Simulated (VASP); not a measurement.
# SnSe (Pnma) in VASP: single point with PBE

Aim: the single point of SnSe with PBE.

Everything below comes from runs of VASP 6.6.1. Logs are shortened: lines on timing, memory, paths and dates and some standing lists are left out, and cuts for length are marked.

**Experimental background.**

From “Linear dichroism of the optical properties of SnS and SnSe van der Waals crystals”, 2024, arxiv:2409.17412, for a bulk crystal of SnSe at 300 K: band gap 0.89 eV (indirect).

The results are compared with them further down.

### Step 1. The cell of the first run

The structure is orthorhombic, space group Pnma (No. 62). The conventional cell has a = 11.420 Å, b = 4.190 Å, c = 4.460 Å, α = 90.00°, β = 90.00°, γ = 90.00°. Sn (site symmetry m) has 6 Se at 2.69 to 3.51 Å and 2 Sn at 3.60 Å within 3.6 Å. Se (site symmetry m) has 6 Sn at 2.69 to 3.51 Å within 3.6 Å.

### Step 2. Single point, PBE

File INCAR:

```
SYSTEM = SnSe
PREC = Accurate
ENCUT = 520
EDIFF = 1E-6
ISMEAR = 0
SIGMA = 0.1
LREAL = .False.
LASPH = .True.
NELM = 100
ALGO = Normal
ISIF = 2
LWAVE = .False.
LCHARG = .False.
GGA = PE
NBANDS = 50
```

File KPOINTS:

```
Automatic mesh
0
Gamma
  2 4 4
  0 0 0
```

File POSCAR:

```
SnSe
1.0
   11.4200000000      0.0000000000      0.0000000000
    0.0000000000      4.1900000000      0.0000000000
    0.0000000000      0.0000000000      4.4600000000
Sn Se
4 4
Direct
    0.1230000000      0.2500000000      0.0910000000
    0.3770000000      0.7500000000      0.5910000000
    0.6230000000      0.2500000000      0.4090000000
    0.8770000000      0.7500000000      0.9090000000
    0.3570000000      0.2500000000      0.0160000000
    0.1430000000      0.7500000000      0.5160000000
    0.8570000000      0.2500000000      0.4840000000
    0.6430000000      0.7500000000      0.9840000000
```

Potentials or basis: VASP PAW PBE potentials, release 64 (Sn_d, Se).

On the command line:

```
$ cat potpaw_PBE.64/Sn_d/POTCAR potpaw_PBE.64/Se/POTCAR > POTCAR
$ mpirun -np 1 vasp_std > vasp.out
```

OUTCAR:

```text
SYSTEM = SnSe
   PREC = Accurate
   ENCUT = 520
   EDIFF = 1E-6
   ISMEAR = 0
   LREAL = .False.
   LASPH = .True.
   NELM = 100
   ISIF = 2
   GGA = PE

 ion  position               nearest neighbor table
   1  0.123  0.250  0.091-   5 2.69   6 2.83   6 2.83   4 3.60   4 3.60
   2  0.377  0.750  0.591-   6 2.69   5 2.83   5 2.83   3 3.60   3 3.60
   3  0.623  0.250  0.409-   7 2.69   8 2.83   8 2.83   2 3.60   2 3.60
   4  0.877  0.750  0.909-   8 2.69   7 2.83   7 2.83   1 3.60   1 3.60
   5  0.357  0.250  0.016-   1 2.69   2 2.83   2 2.83
   6  0.143  0.750  0.516-   2 2.69   1 2.83   1 2.83
   7  0.857  0.250  0.484-   3 2.69   4 2.83   4 2.83
   8  0.643  0.750  0.984-   4 2.69   3 2.83   3 2.83

  LATTYP: Found a simple orthorhombic cell.
 ALAT       =     4.1900000000
 B/A-ratio  =     1.0644391408
 C/A-ratio  =     2.7255369928

  Lattice vectors:

 A1 = (   0.0000000000,   4.1900000000,   0.0000000000)
 A2 = (   0.0000000000,   0.0000000000,   4.4600000000)
 A3 = (  11.4200000000,   0.0000000000,   0.0000000000)

Analysis of symmetry for initial positions (statically):
=====================================================================
 Subroutine PRICEL returns:
 Original cell was already a primitive cell.

 Routine SETGRP: Setting up the symmetry group for a
 simple orthorhombic supercell.

 Subroutine GETGRP returns: Found  8 space group operations
 (whereof  2 operations were pure point group operations)
 out of a pool of  8 trial point group operations.

The static configuration has the point symmetry S_2 .
 The point group associated with its full space group is D_2h.

Analysis of symmetry for dynamics (positions and initial velocities):
=====================================================================
 Subroutine PRICEL returns:
 Original cell was already a primitive cell.

 Routine SETGRP: Setting up the symmetry group for a
 simple orthorhombic supercell.

 Subroutine GETGRP returns: Found  8 space group operations
 (whereof  2 operations were pure point group operations)
 out of a pool of  8 trial point group operations.

The dynamic configuration has the point symmetry S_2 .
 The point group associated with its full space group is D_2h.

 Subroutine INISYM returns: Found  8 space group operations
 (whereof  2 operations are pure point group operations),
 and found     1 'primitive' translations

----------------------------------------------------------------------------------------

                                     Primitive cell

  volume of cell :     213.4101

  direct lattice vectors                    reciprocal lattice vectors
    11.420000000  0.000000000  0.000000000     0.087565674  0.000000000  0.000000000
     0.000000000  4.190000000  0.000000000     0.000000000  0.238663484  0.000000000
     0.000000000  0.000000000  4.460000000     0.000000000  0.000000000  0.224215247

  length of vectors
    11.420000000  4.190000000  4.460000000     0.087565674  0.238663484  0.224215247

  position of ions in fractional coordinates (direct lattice)
     0.123000000  0.250000000  0.091000000
     0.377000000  0.750000000  0.591000000
     0.623000000  0.250000000  0.409000000
     0.877000000  0.750000000  0.909000000
     0.357000000  0.250000000  0.016000000
     0.143000000  0.750000000  0.516000000
     0.857000000  0.250000000  0.484000000
     0.643000000  0.750000000  0.984000000

  ion indices of the primitive-cell ions
   primitive index   ion index
                 1           1
                 2           2
                 3           3
                 4           4
                 5           5
                 6           6
                 7           7
                 8           8

----------------------------------------------------------------------------------------

 KPOINTS: Automatic mesh

Automatic generation of k-mesh.
 Grid dimensions read from file:
 generate k-points for:    2    4    4

 Generating k-lattice:

  Cartesian coordinates                     Fractional coordinates (reciprocal lattice)
     0.043782837  0.000000000  0.000000000     0.500000000  0.000000000  0.000000000
     0.000000000  0.059665871  0.000000000     0.000000000  0.250000000  0.000000000
     0.000000000  0.000000000  0.056053812     0.000000000  0.000000000  0.250000000

  Length of vectors
     0.043782837  0.059665871  0.056053812

  Shift w.r.t. Gamma in fractional coordinates (k-lattice)
     0.000000000  0.000000000  0.000000000

 Subroutine IBZKPT returns following result:
 ===========================================

 Found     18 irreducible k-points:

 Following reciprocal coordinates:
            Coordinates               Weight
  0.000000  0.000000  0.000000      1.000000
  0.500000  0.000000  0.000000      1.000000
  0.000000  0.250000  0.000000      2.000000
  0.500000  0.250000  0.000000      2.000000
  0.000000  0.500000  0.000000      1.000000
  0.500000  0.500000  0.000000      1.000000
[... 10 lines left out ...]
  0.000000  0.500000  0.500000      1.000000
  0.500000  0.500000  0.500000      1.000000
   k-points           NKPTS =     18   k-points in BZ     NKDIM =     18   number of bands    NBANDS=     50
   number of dos      NEDOS =    301   number of ions     NIONS =      8
   total plane-waves  NPLWV = 103680
   dimension x,y,z NGX =    90 NGY =   32 NGZ =   36
   dimension x,y,z NGXF=   180 NGYF=   64 NGZF=   72
   ions per type =               4   4
   NGX,Y,Z   is equivalent  to a cutoff of  13.10, 12.70, 13.42 a.u.
   NGXF,Y,Z  is equivalent  to a cutoff of  26.20, 25.39, 26.84 a.u.
 SYSTEM =  SnSe
   PREC   = accura    normal or accurate (medium, high low for compatibility)
   ISTART =      0    job   : 0-new  1-cont  2-samecut
   ICHARG =      2    charge: 1-file 2-atom 10-const
   ISPIN  =      1    spin polarized calculation?
   LNONCOLLINEAR =      F non collinear calculations
   LSORBIT =      F    spin-orbit coupling
   LASPH  =      T    aspherical Exc in radial PAW
   ENCUT  =  520.0 eV  38.22 Ry    6.18 a.u.  21.23  7.79  8.29*2*pi/ulx,y,z
   NELM   =    100;   NELMIN=  2; NELMDL= -5     # of ELM steps
   EDIFF  = 0.1E-05   stopping-criterion for ELM
   LREAL  =      F    real-space projection
   EDIFFG = 0.1E-04   stopping-criterion for IOM
   NSW    =      0    number of steps for IOM
   IBRION =     -1    ionic relax: 0-MD 1-quasi-New 2-CG
   NFREE  =      0    steps in history (QN), initial steepest desc. (CG)
   ISIF   =      2    stress and relaxation
   ISYM   =      2    0-nonsym 1-usesym 2-fastsym
   POTIM  = 0.5000    time-step for ionic-motion
   TEBEG  =    0.0;   TEEND  =   0.0 temperature during run
   PSTRESS=    0.0 pullay stress
   NELECT =      80.0000    total number of electrons
   NUPDOWN=      -1.0000    fix difference up-down
   EMIN   =  10.00;   EMAX   =-10.00  energy-range for DOS
   EFERMI =   0.00;   METHOD = LEGACY
   ISMEAR =     0;   SIGMA  =   0.10  broadening in eV -4-tet -1-fermi 0-gaus
   EFERMI_NEDOS =   21; number of points for ismear=-14 and -15
   IALGO  =     38    algorithm
   IMIX   =      4    mixing-type and parameters
     AMIX     =   0.40;   BMIX     =  1.00
     AMIX_MAG =   1.60;   BMIX_MAG =  1.00
  volume/ion in A,a.u.               =      26.68       180.02
  Fermi-wavevector in a.u.,A,eV,Ry     =   1.180411  2.230653 18.957944  1.393370
  Thomas-Fermi vector in A             =   2.316704
   LORBIT       =      0    0 simple, 1 ext, 2 COOP (PROOUT), +10 PAW based schemes
   GGA     = PE    functional components
   LHFCALC =     F    Hartree Fock is set to
   AEXX    =    0.0000 exact exchange contribution
   IVDW    =     0    specifies the selected vdW correction
   LEPSILON=     F    determine dielectric tensor
   LRPA    =     F    only Hartree local field effects (RPA)
 non-spin polarized calculation
 Gauss-broadening in eV      SIGMA  =   0.10
  energy-cutoff  :      520.00
  volume of cell :      213.41
 maximum number of plane-waves:      5772
 NGX is ok and might be reduce to    90
   NGX = 43   NGY = 15   NGZ = 17

 number of electron      80.0000000 magnetization

 Free energy of the ion-electron system (eV)
  ---------------------------------------------------
  ext. energy  EPLUGINS =         0.00000000
  ---------------------------------------------------
  free energy    TOTEN  =       -32.80493595 eV

  energy without entropy =      -32.80493595  energy(sigma->0) =      -32.80493595

 E-fermi :   5.6509     XC(G=0):  -9.7058

 val. band max:        5.1835066835   @ k =   0.5000   0.0000   0.5000
 cond. band min:       6.2652075744   @ k =   0.0000   0.0000   0.0000
 fundamental gap:      1.0817008908
 Fermi energy:         5.6508703212

 k-point     1 :       0.0000    0.0000    0.0000
  band No.  band energies     occupation
      1     -15.8822      2.00000
      2     -15.8714      2.00000
      3     -15.8684      2.00000
      4     -15.8677      2.00000
      5     -15.8653      2.00000
      6     -15.8625      2.00000
[... 42 lines left out ...]
     49      10.0852      0.00000
     50      10.1094      0.00000

 k-point     2 :       0.5000    0.0000    0.0000
  band No.  band energies     occupation
      1     -15.8773      2.00000
      2     -15.8773      2.00000
      3     -15.8673      2.00000
      4     -15.8673      2.00000
      5     -15.8662      2.00000
      6     -15.8662      2.00000
[... 42 lines left out ...]
     49      10.4780      0.00000
     50      10.4782      0.00000

 k-point     3 :       0.0000    0.2500    0.0000
  band No.  band energies     occupation
      1     -15.8721      2.00000
      2     -15.8718      2.00000
      3     -15.8716      2.00000
      4     -15.8692      2.00000
      5     -15.8631      2.00000
      6     -15.8613      2.00000
[... 784 lines left out ...]
     49      10.9532      0.00000
     50      10.9533      0.00000

 k-point    18 :       0.5000    0.5000    0.5000
  band No.  band energies     occupation
      1     -15.8865      2.00000
      2     -15.8865      2.00000
      3     -15.8865      2.00000
      4     -15.8865      2.00000
      5     -15.8521      2.00000
      6     -15.8521      2.00000
[... 42 lines left out ...]
     49      11.7696      0.00000
     50      11.7696      0.00000

------------------------ aborting loop because EDIFF is reached ----------------------------------------

  FORCE on cell =-STRESS in cart. coord.  units (eV):
  Direction    XX          YY          ZZ          XY          YZ          ZX
  --------------------------------------------------------------------------------------
  -------------------------------------------------------------------------------------
  Total        6.0406876      2.1206780      1.3746854      0.0000000      0.0000000      0.0000000
  in kB       45.3504886     15.9209995     10.3204571      0.0000000      0.0000000      0.0000000
  external PRESSURE =      23.8639817 kB  Pullay stress =       0.0000000 kB

 VOLUME and BASIS-vectors are now :
 -----------------------------------------------------------------------------
  energy-cutoff  :      520.00
  volume of cell :      213.41
      direct lattice vectors                 reciprocal lattice vectors
    11.420000000  0.000000000  0.000000000     0.087565674  0.000000000  0.000000000
     0.000000000  4.190000000  0.000000000     0.000000000  0.238663484  0.000000000
     0.000000000  0.000000000  4.460000000     0.000000000  0.000000000  0.224215247

 POSITION                                       TOTAL-FORCE (eV/Angst)
 -----------------------------------------------------------------------------------
      1.40466      1.04750      0.40586        -0.288360     -0.000000      0.014721
      4.30534      3.14250      2.63586         0.288360     -0.000000      0.014721
      7.11466      1.04750      1.82414        -0.288360      0.000000     -0.014721
     10.01534      3.14250      4.05414         0.288360     -0.000000     -0.014721
      4.07694      1.04750      0.07136         0.265870     -0.000000     -0.029674
      1.63306      3.14250      2.30136        -0.265870      0.000000     -0.029674
      9.78694      1.04750      2.15864         0.265870      0.000000      0.029674
      7.34306      3.14250      4.38864        -0.265870      0.000000      0.029674
 -----------------------------------------------------------------------------------
    total drift:                               -0.000000     -0.000000      0.000000

  FREE ENERGIE OF THE ION-ELECTRON SYSTEM (eV)
  ---------------------------------------------------
  free  energy   TOTEN  =       -32.8049359526 eV

  energy  without entropy=      -32.8049359526  energy(sigma->0) =      -32.80493595
```

Wall time 2.7 min (1 thread of AMD EPYC 9R45 (Zen 5), shared host); peak memory 0.35 GiB.

What came out:

```
Free energy            : -32.8049 eV
Pressure               : 2.4 GPa
Largest force          : 0.289 eV/Å
Band gap on the k mesh : 1.08 eV, indirect (least direct gap 1.31 eV)
```

Forces on the atoms (eV/Å):
```
Sn  -0.288  0.000  0.015
Sn   0.288  0.000  0.015
Sn  -0.288  0.000 -0.015
Sn   0.288  0.000 -0.015
Se   0.266  0.000 -0.030
Se  -0.266  0.000 -0.030
Se   0.266  0.000  0.030
Se  -0.266  0.000  0.030
```

Caveat: spin-orbit coupling is left out, which moves the levels of the heavy elements.

### Step 3. How close it comes

Step 2. Measured gap of SnSe: 0.89 eV (indirect; 300 K; “Linear dichroism of the optical properties of SnS and SnSe van der Waals crystals”, 2024, arxiv:2409.17412). This calculation gives 1.08 eV (+0.19 eV). 2 values of this kind are on record (0.89 to 0.99 eV); this one was drawn at random. Spin-orbit coupling on Se, Sn is left out. The value is that of PBE on a finite k mesh, which can miss the band edges, without temperature or zero-point motion.
